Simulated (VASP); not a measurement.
# Fe (I4_1/amd) in VASP: single point with PBEsol

Aim: the single point of Fe with PBEsol.

Everything below comes from runs of VASP 6.6.1. Logs are shortened: lines on timing, memory, paths and dates and some standing lists are left out, and cuts for length are marked.

**1. The cell of the first run**

Symmetry: I4_1/amd, No. 141, tetragonal system. The conventional cell has a = 4.434 Å, b = 4.434 Å, c = 2.385 Å, α = 90.00°, β = 90.00°, γ = 90.00°. Fe (site symmetry -4m2) has 10 Fe at 2.30 to 2.85 Å within 3.0 Å.

**2. Single point, PBEsol, collinear spin, ferromagnetic start**

INCAR

```
ALGO = Normal ; EDIFF = 1E-7
ENCUT = 520 ; GGA = PS
ISIF = 2 ; ISMEAR = -1
ISPIN = 2 ; LASPH = T
LCHARG = F ; LMAXMIX = 4
LORBIT = 11 ; LREAL = F
LWAVE = F ; MAGMOM = 2.5 2.5
NBANDS = 19 ; NELM = 150
PREC = Accurate ; SIGMA = 0.1
```

KPOINTS

```
k-points
0
Gamma
  18 18 18
```

POSCAR

```
Fe
1.0
   -2.2169162640      2.2169162640      1.1926262826
    2.2169162640     -2.2169162640      1.1926262826
    2.2169162640      2.2169162640     -1.1926262826
Fe
2
Direct
   -0.3750000000     -0.1250000000     -0.2500000000
    0.3750000000      0.1250000000      0.2500000000
```

Potentials or basis: VASP PAW PBE potentials, release 64 (Fe).

Run with:

```
$ cat potpaw_PBE.64/Fe/POTCAR > POTCAR
$ mpirun -np 1 vasp_std > vasp.out
```

OUTCAR:

```text
EDIFF = 1E-7
   ENCUT = 520
   GGA = PS
   ISIF = 2
   ISMEAR = -1
   ISPIN = 2
   LASPH = T
   LORBIT = 11
   LREAL = F
   NELM = 150
   PREC = Accurate

 ion  position               nearest neighbor table
   1  0.625  0.875  0.750-   2 2.30   2 2.30   2 2.30   2 2.30   2 2.85   2 2.85   2 2.85   2 2.85

   2  0.375  0.125  0.250-   1 2.30   1 2.30   1 2.30   1 2.30   1 2.85   1 2.85   1 2.85   1 2.85

  LATTYP: Found a body centered tetragonal cell.
 ALAT       =     4.4338325280
 C/A-ratio  =     0.5379663192

  Lattice vectors:

 A1 = (  -2.2169162640,   2.2169162640,   1.1926262826)
 A2 = (   2.2169162640,  -2.2169162640,   1.1926262826)
 A3 = (   2.2169162640,   2.2169162640,  -1.1926262826)

Analysis of symmetry for initial positions (statically):
=====================================================================
 Subroutine PRICEL returns:
 Original cell was already a primitive cell.

 Routine SETGRP: Setting up the symmetry group for a
 body centered tetragonal supercell.

 Subroutine GETGRP returns: Found 16 space group operations
 (whereof  4 operations were pure point group operations)
 out of a pool of 16 trial point group operations.

The static configuration has the point symmetry C_2h.
 The point group associated with its full space group is D_4h.

Analysis of symmetry for dynamics (positions and initial velocities):
=====================================================================
 Subroutine PRICEL returns:
 Original cell was already a primitive cell.

 Routine SETGRP: Setting up the symmetry group for a
 body centered tetragonal supercell.

 Subroutine GETGRP returns: Found 16 space group operations
 (whereof  4 operations were pure point group operations)
 out of a pool of 16 trial point group operations.

The dynamic configuration has the point symmetry C_2h.
 The point group associated with its full space group is D_4h.

Analysis of structural, dynamic, and magnetic symmetry:
=====================================================================
 Subroutine PRICEL returns:
 Original cell was already a primitive cell.

 Routine SETGRP: Setting up the symmetry group for a
 body centered tetragonal supercell.

 Subroutine GETGRP returns: Found 16 space group operations
 (whereof  4 operations were pure point group operations)
 out of a pool of 16 trial point group operations.

The overall configuration has the point symmetry C_2h.
 The point group associated with its full space group is D_4h.

 Subroutine INISYM returns: Found 16 space group operations
 (whereof  4 operations are pure point group operations),
 and found     1 'primitive' translations

----------------------------------------------------------------------------------------

                                     Primitive cell

  volume of cell :      23.4457

  direct lattice vectors                    reciprocal lattice vectors
    -2.216916264  2.216916264  1.192626283     0.000000000  0.225538514  0.419242815
     2.216916264 -2.216916264  1.192626283     0.225538514  0.000000000  0.419242815
     2.216916264  2.216916264 -1.192626283     0.225538514  0.225538514  0.000000000

  length of vectors
     3.354369224  3.354369224  3.354369224     0.476058987  0.476058987  0.318959625

  position of ions in fractional coordinates (direct lattice)
     0.625000000  0.875000000  0.750000000
     0.375000000  0.125000000  0.250000000

  ion indices of the primitive-cell ions
   primitive index   ion index
                 1           1
                 2           2

----------------------------------------------------------------------------------------

 KPOINTS: k-points

Automatic generation of k-mesh.
 Grid dimensions read from file:
 generate k-points for:   18   18   18

 Generating k-lattice:

  Cartesian coordinates                     Fractional coordinates (reciprocal lattice)
     0.000000000  0.012529917  0.023291268     0.055555556  0.000000000  0.000000000
     0.012529917  0.000000000  0.023291268     0.000000000  0.055555556  0.000000000
     0.012529917  0.012529917  0.000000000     0.000000000  0.000000000  0.055555556

  Length of vectors
     0.026447722  0.026447722  0.017719979

  Shift w.r.t. Gamma in fractional coordinates (k-lattice)
     0.000000000  0.000000000  0.000000000

 Subroutine IBZKPT returns following result:
 ===========================================

 Found    480 irreducible k-points:

 Following reciprocal coordinates:
            Coordinates               Weight
  0.000000  0.000000  0.000000      1.000000
  0.055556  0.000000 -0.000000      8.000000
  0.111111  0.000000 -0.000000      8.000000
  0.166667 -0.000000  0.000000      8.000000
  0.222222  0.000000 -0.000000      8.000000
  0.277778 -0.000000  0.000000      8.000000
[... 16 lines left out ...]
 -0.277778  0.055556 -0.000000     16.000000
 -0.222222  0.055556  0.000000     16.000000
 [... further k-points ...]
   k-points           NKPTS =    480   k-points in BZ     NKDIM =    480   number of bands    NBANDS=     19
   number of dos      NEDOS =    301   number of ions     NIONS =      2
   total plane-waves  NPLWV =  21952
   dimension x,y,z NGX =    28 NGY =   28 NGZ =   28
   dimension x,y,z NGXF=    56 NGYF=   56 NGZF=   56
   ions per type =               2
   NGX,Y,Z   is equivalent  to a cutoff of  13.88, 13.88, 13.88 a.u.
   NGXF,Y,Z  is equivalent  to a cutoff of  27.75, 27.75, 27.75 a.u.
 SYSTEM =  unknown system
   PREC   = accura    normal or accurate (medium, high low for compatibility)
   ISTART =      0    job   : 0-new  1-cont  2-samecut
   ICHARG =      2    charge: 1-file 2-atom 10-const
   ISPIN  =      2    spin polarized calculation?
   LNONCOLLINEAR =      F non collinear calculations
   LSORBIT =      F    spin-orbit coupling
   LASPH  =      T    aspherical Exc in radial PAW
   ENCUT  =  520.0 eV  38.22 Ry    6.18 a.u.   6.24  6.24  6.24*2*pi/ulx,y,z
   NELM   =    150;   NELMIN=  2; NELMDL= -5     # of ELM steps
   EDIFF  = 0.1E-06   stopping-criterion for ELM
   LREAL  =      F    real-space projection
   EDIFFG = 0.1E-05   stopping-criterion for IOM
   NSW    =      0    number of steps for IOM
   IBRION =     -1    ionic relax: 0-MD 1-quasi-New 2-CG
   NFREE  =      0    steps in history (QN), initial steepest desc. (CG)
   ISIF   =      2    stress and relaxation
   ISYM   =      2    0-nonsym 1-usesym 2-fastsym
   POTIM  = 0.5000    time-step for ionic-motion
   TEBEG  =    0.0;   TEEND  =   0.0 temperature during run
   PSTRESS=    0.0 pullay stress
   NELECT =      16.0000    total number of electrons
   NUPDOWN=      -1.0000    fix difference up-down
   EMIN   =  10.00;   EMAX   =-10.00  energy-range for DOS
   EFERMI =   0.00;   METHOD = LEGACY
   ISMEAR =    -1;   SIGMA  =   0.10  broadening in eV -4-tet -1-fermi 0-gaus
   EFERMI_NEDOS =   21; number of points for ismear=-14 and -15
   IALGO  =     38    algorithm
   IMIX   =      4    mixing-type and parameters
     AMIX     =   0.40;   BMIX     =  1.00
     AMIX_MAG =   1.60;   BMIX_MAG =  1.00
  volume/ion in A,a.u.               =      11.72        79.11
  Fermi-wavevector in a.u.,A,eV,Ry     =   1.441320  2.723700 28.264801  2.077404
  Thomas-Fermi vector in A             =   2.559966
   LORBIT       =     11    0 simple, 1 ext, 2 COOP (PROOUT), +10 PAW based schemes
   GGA     = PS    functional components
   LHFCALC =     F    Hartree Fock is set to
   AEXX    =    0.0000 exact exchange contribution
   IVDW    =     0    specifies the selected vdW correction
   LEPSILON=     F    determine dielectric tensor
   LRPA    =     F    only Hartree local field effects (RPA)
 spin polarized calculation
  energy-cutoff  :      520.00
  volume of cell :       23.45
 maximum number of plane-waves:       645
 NGX is ok and might be reduce to    28
   NGX = 13   NGY = 13   NGZ = 13

 number of electron      16.0000002 magnetization       4.2874468

 Free energy of the ion-electron system (eV)
  ---------------------------------------------------
  ext. energy  EPLUGINS =         0.00000000
  ---------------------------------------------------
  free energy    TOTEN  =       -16.72164888 eV

  energy without entropy =      -16.63748224  energy(sigma->0) =      -16.67956556

 E-fermi :   5.6678     XC(G=0): -13.0382

 val. band max:        5.6675126124   @ k =  -0.1667   0.5000   0.0556
 cond. band min:       5.6678117543   @ k =  -0.1111  -0.1667   0.0556
 fundamental gap:      0.0002991418
 Fermi energy:         5.6677933946

 spin component 1

 k-point     1 :       0.0000    0.0000    0.0000
  band No.  band energies     occupation
      1      -2.9368      1.00000
      2       0.3006      1.00000
      3       1.7487      1.00000
      4       2.0502      1.00000
      5       2.4978      1.00000
      6       4.4384      1.00000
[... 11 lines left out ...]
     18      30.9418      0.00000
     19      31.4267      0.00000
[... 485 lines left out ...]
 k-point    24 :      -0.2222    0.0556    0.0000
  band No.  band energies     occupation
      1      -1.7335      1.00000
      2       0.7902      1.00000
      3       1.9153      1.00000
      4       2.4946      1.00000
      5       2.8482      1.00000
      6       3.4674      1.00000
[... 11 lines left out ...]
     18      24.8828      0.00000
     19      27.4685      0.00000

 [... further k-points ...]

 spin component 2

 k-point     1 :       0.0000    0.0000    0.0000
  band No.  band energies     occupation
      1      -2.5805      1.00000
      2       2.0023      1.00000
      3       3.1405      1.00000
      4       3.5375      1.00000
      5       4.1231      1.00000
      6       6.8517      0.00001
[... 11 lines left out ...]
     18      31.4361      0.00000
     19      31.8523      0.00000
[... 485 lines left out ...]
 k-point    24 :      -0.2222    0.0556    0.0000
  band No.  band energies     occupation
      1      -1.3644      1.00000
      2       2.5169      1.00000
      3       3.3377      1.00000
      4       4.0819      1.00000
      5       4.4972      0.99999
      6       5.6007      0.66168
[... 11 lines left out ...]
     18      25.4520      0.00000
     19      28.1910      0.00000

 [... further k-points ...]
[... 5 lines left out ...]
  --------------------------------------------------------------------------------------
  -------------------------------------------------------------------------------------
  Total        0.1993486      0.1993486      0.2074341      0.0000000      0.0000000      0.0000000
  in kB       13.6226278     13.6226278     14.1751567      0.0000000      0.0000000      0.0000000
  external PRESSURE =      13.8068041 kB  Pullay stress =       0.0000000 kB

 VOLUME and BASIS-vectors are now :
 -----------------------------------------------------------------------------
  energy-cutoff  :      520.00
  volume of cell :       23.45
      direct lattice vectors                 reciprocal lattice vectors
    -2.216916264  2.216916264  1.192626283     0.000000000  0.225538514  0.419242815
     2.216916264 -2.216916264  1.192626283     0.225538514  0.000000000  0.419242815
     2.216916264  2.216916264 -1.192626283     0.225538514  0.225538514  0.000000000

 POSITION                                       TOTAL-FORCE (eV/Angst)
 -----------------------------------------------------------------------------------
      2.21692      1.10846      0.89447         0.000000     -0.000000     -0.000000
      0.00000      1.10846      0.29816        -0.000000      0.000000      0.000000
 -----------------------------------------------------------------------------------
    total drift:                                0.000000      0.000000     -0.000000

  FREE ENERGIE OF THE ION-ELECTRON SYSTEM (eV)
  ---------------------------------------------------
  free  energy   TOTEN  =       -16.7216488771 eV

  energy  without entropy=      -16.6374822393  energy(sigma->0) =      -16.67956556

 total charge

# of ion       s       p       d       tot
------------------------------------------
    1        0.515   0.506   6.320   7.341
    2        0.515   0.506   6.320   7.341
--------------------------------------------------
tot          1.030   1.013  12.639  14.682

 magnetization (x)

# of ion       s       p       d       tot
------------------------------------------
    1        0.001  -0.007   2.127   2.121
    2        0.001  -0.007   2.127   2.121
--------------------------------------------------
tot          0.001  -0.013   4.253   4.241
```

Wall time 17 min (1 thread of Intel Xeon 8259CL, shared host); peak memory 0.41 GiB.

Results:

```
Free energy                                           : -16.7216 eV
Pressure                                              : 1.4 GPa
Net moment                                            : 4.29 μB per cell
Site moments                                          : Fe +2.12 μB
Valence electrons inside the program's atomic spheres : Fe 7.34
```

Levels at points of the mesh, in eV from the Fermi level:
Spin up:
| k point | band 7 | band 8 | band 9 | band 10 | band 11 | band 12 | band 13 | band 14 |
| --- | --- | --- | --- | --- | --- | --- | --- | --- |
| (0.00, 0.00, 0.00) | -1.23 | -1.19 | -1.19 | -0.34 | 0.85 | 6.19 | 6.19 | 12.43 |
| (0.50, 0.00, 0.00) | -1.28 | -1.21 | -0.27 | -0.13 | 1.73 | 5.19 | 8.17 | 8.48 |
| (0.50, 0.50, 0.00) | -1.51 | -1.51 | -0.71 | -0.71 | -0.47 | -0.47 | 12.51 | 12.51 |
| (0.50, 0.50, 0.50) | -1.19 | -1.19 | -1.05 | -1.05 | -1.03 | -1.03 | 5.32 | 5.32 |
Spin down:
```tsv
k point	band 2	band 3	band 4	band 5	band 6	band 7	band 8	band 9	band 10	band 11
(0.00, 0.00, 0.00)	-3.67	-2.53	-2.13	-1.54	1.18	1.18	1.22	1.22	2.45	2.61
(0.50, 0.00, 0.00)	-3.08	-2.18	-1.74	-0.28	-0.02	0.05	1.38	1.69	1.69	3.27
(0.50, 0.50, 0.00)	-4.72	-1.94	-1.94	-1.10	-1.10	0.75	0.75	1.66	1.66	1.88
(0.50, 0.50, 0.50)	-3.61	-1.58	-1.57	-0.90	-0.90	0.85	0.85	1.38	1.38	1.43
```

Caveat: the PAW data sets were made with another functional, which shifts forces and pressure a little.
